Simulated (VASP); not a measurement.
# Ti6H in VASP: notebook, part 2 of 2

VASP 6.6.1. Earlier steps stand in the parts before.

## Step 3: Single point, PBE

INCAR reads:

```
SYSTEM = Ti6H
PREC = Accurate
ENCUT = 520
EDIFF = 1E-6
ISMEAR = 0
SIGMA = 0.1
LREAL = .False.
LASPH = .True.
NELM = 60
ALGO = Normal
ISIF = 2
LWAVE = .False.
LCHARG = .False.
LDIPOL = .True.
IDIPOL = 3
DIPOL = 0.5 0.5 0.339
GGA = PE
NBANDS = 46
```

KPOINTS reads:

```
regular mesh
0
Gamma
  9 6 1
  0 0 0
```

POSCAR reads:

```
Ti6H
1.0
    2.8321726458      0.0000000000      0.0000000000
    0.0000000000      4.5795363026      0.0000000000
    0.0000000000      0.0000000000     23.5510893874
Ti H
6 1
Direct
    0.5000000000      0.0000000000      0.1698435233
    0.0000000000      0.5000000000      0.2259767339
    0.5000000000      0.0000000000      0.2821099444
    0.5000000000      0.5000000000      0.3394934593
    0.0000000000      0.0000000000      0.3940191404
    0.5000000000      0.5000000000      0.4480085492
    0.5000000000      0.5000000000      0.5146721321
```

Potentials or basis: VASP PAW PBE potentials, release 64 (Ti_sv, H).

Started as:

```console
cat potpaw_PBE.64/Ti_sv/POTCAR potpaw_PBE.64/H/POTCAR > POTCAR
mpirun -np 1 vasp_std > vasp.out
```

OUTCAR:

```text
SYSTEM = Ti6H
   PREC = Accurate
   ENCUT = 520
   EDIFF = 1E-6
   ISMEAR = 0
   LREAL = .False.
   LASPH = .True.
   NELM = 60
   ISIF = 2
   GGA = PE

 ion  position               nearest neighbor table
   1  0.500  0.000  0.170-   3 2.64
   2  0.000  0.500  0.226-
   3  0.500  0.000  0.282-   1 2.64   4 2.66   4 2.66
   4  0.500  0.500  0.339-   6 2.56   3 2.66   3 2.66
   5  0.000  0.000  0.394-
   6  0.500  0.500  0.448-   7 1.57   4 2.56
   7  0.500  0.500  0.515-   6 1.57

  LATTYP: Found a simple orthorhombic cell.
 ALAT       =     2.8321726458
 B/A-ratio  =     1.6169693290
 C/A-ratio  =     8.3155556997

  Lattice vectors:

 A1 = (   2.8321726458,   0.0000000000,   0.0000000000)
 A2 = (   0.0000000000,   4.5795363026,   0.0000000000)
 A3 = (   0.0000000000,   0.0000000000,  23.5510893874)

Analysis of symmetry for initial positions (statically):
=====================================================================
 Subroutine PRICEL returns:
 Original cell was already a primitive cell.

 Routine SETGRP: Setting up the symmetry group for a
 simple orthorhombic supercell.

 Subroutine GETGRP returns: Found  4 space group operations
 (whereof  4 operations were pure point group operations)
 out of a pool of  8 trial point group operations.

The static configuration has the point symmetry C_2v.

Analysis of symmetry for dynamics (positions and initial velocities):
=====================================================================
 Subroutine PRICEL returns:
 Original cell was already a primitive cell.

[... 134 lines left out ...]
  Fermi-wavevector in a.u.,A,eV,Ry     =   1.015933  1.919835 14.042842  1.032120
  Thomas-Fermi vector in A             =   2.149247
   LORBIT       =      0    0 simple, 1 ext, 2 COOP (PROOUT), +10 PAW based schemes
   GGA     = PE    functional components
   LHFCALC =     F    Hartree Fock is set to
   AEXX    =    0.0000 exact exchange contribution
   IVDW    =     0    specifies the selected vdW correction
   LEPSILON=     F    determine dielectric tensor
   LRPA    =     F    only Hartree local field effects (RPA)
 non-spin polarized calculation
 Gauss-broadening in eV      SIGMA  =   0.10
  energy-cutoff  :      520.00
  volume of cell :      305.46
 maximum number of plane-waves:      8274
 NGX is ok and might be reduce to    24
   NGX = 11   NGY = 17   NGZ = 87

 dipolmoment           0.000000      0.000000     -0.386481 electrons x Angstroem

 number of electron      73.0000008 magnetization

 dipolmoment           0.000000      0.000000      0.189508 electrons x Angstroem

 Free energy of the ion-electron system (eV)
  ---------------------------------------------------
  ext. energy  EPLUGINS =         0.00000000
  ---------------------------------------------------
  free energy    TOTEN  =       -46.42469218 eV

  energy without entropy =      -46.38344097  energy(sigma->0) =      -46.40406658

 E-fermi :  -0.2097     XC(G=0):  -4.9267

 val. band max:       -0.2187223860   @ k =   0.3333   0.5000   0.0000
 cond. band min:      -0.2082358143   @ k =   0.0000   0.5000   0.0000
 fundamental gap:      0.0104865717
 Fermi energy:        -0.2096610950

 k-point     1 :       0.0000    0.0000    0.0000
  band No.  band energies     occupation
      1     -57.1824      2.00000
      2     -57.0520      2.00000
      3     -56.9381      2.00000
      4     -56.8232      2.00000
      5     -56.7470      2.00000
      6     -56.6937      2.00000
[... 969 lines left out ...]
     45       1.1502      0.00000
     46       1.4076      0.00000

------------------------ aborting loop because EDIFF is reached ----------------------------------------

 vacuum level on the upper side and lower side of the slab       (xc-potential included)         1.278        -1.301

  FORCE on cell =-STRESS in cart. coord.  units (eV):
  Direction    XX          YY          ZZ          XY          YZ          ZX
  --------------------------------------------------------------------------------------
  -------------------------------------------------------------------------------------
  Total       -1.8727794     -4.8249082      1.8708107      0.0000000      0.0000000      0.0000000
  in kB       -9.8230190    -25.3073928      9.8126927      0.0000000      0.0000000      0.0000000
  external PRESSURE =      -8.4392397 kB  Pullay stress =       0.0000000 kB

 VOLUME and BASIS-vectors are now :
 -----------------------------------------------------------------------------
  energy-cutoff  :      520.00
  volume of cell :      305.46
      direct lattice vectors                 reciprocal lattice vectors
     2.832172646  0.000000000  0.000000000     0.353085820  0.000000000  0.000000000
     0.000000000  4.579536303  0.000000000     0.000000000  0.218362719  0.000000000
     0.000000000  0.000000000 23.551089387     0.000000000  0.000000000  0.042460881

 POSITION                                       TOTAL-FORCE (eV/Angst)
 -----------------------------------------------------------------------------------
      1.41609      0.00000      4.00000         0.000000      0.000000      0.424785
      0.00000      2.28977      5.32200         0.000000      0.000000      0.009366
      1.41609      0.00000      6.64400         0.000000      0.000000     -0.386445
      1.41609      2.28977      7.99544         0.000000      0.000000      0.084594
      0.00000      0.00000      9.27958         0.000000      0.000000     -0.271164
      1.41609      2.28977     10.55109         0.000000      0.000000     -1.834779
      1.41609      2.28977     12.12109         0.000000      0.000000      1.973642
 -----------------------------------------------------------------------------------
    total drift:                                0.000000      0.000000      0.001943

  FREE ENERGIE OF THE ION-ELECTRON SYSTEM (eV)
  ---------------------------------------------------
  free  energy   TOTEN  =       -46.4246921806 eV

  energy  without entropy=      -46.3834409725  energy(sigma->0) =      -46.40406658

 vacuum level on the upper side and lower side of the slab         5.829         3.185
```

It took 7.2 min on 1 thread of Intel Xeon Platinum 8488C (Sapphire Rapids), shared host; peak memory 0.48 GiB.

Results:

| Item | Value |
| --- | --- |
| Free energy | -46.4247 eV |
| Largest force | 1.974 eV/Å |
| Band gap on the k mesh | zero (an odd number of electrons rules out a gap without spin polarisation) |

Forces in eV/Å, atoms in the order of the input:
```
Ti   0.000  0.000  0.425
Ti   0.000  0.000  0.009
Ti   0.000  0.000 -0.386
Ti   0.000  0.000  0.085
Ti   0.000  0.000 -0.271
Ti   0.000  0.000 -1.835
H    0.000  0.000  1.974
```

Levels at points of the mesh, in eV from the Fermi level:
```csv
k point,band 34,band 35,band 36,band 37,band 38,band 39,band 40,band 41
"(0.00, 0.00, 0.00)",-0.62,-0.54,-0.09,0.06,0.15,0.24,0.39,0.77
"(0.00, 0.50, 0.00)",-0.30,-0.30,-0.13,0.00,0.27,0.36,0.44,0.68
```
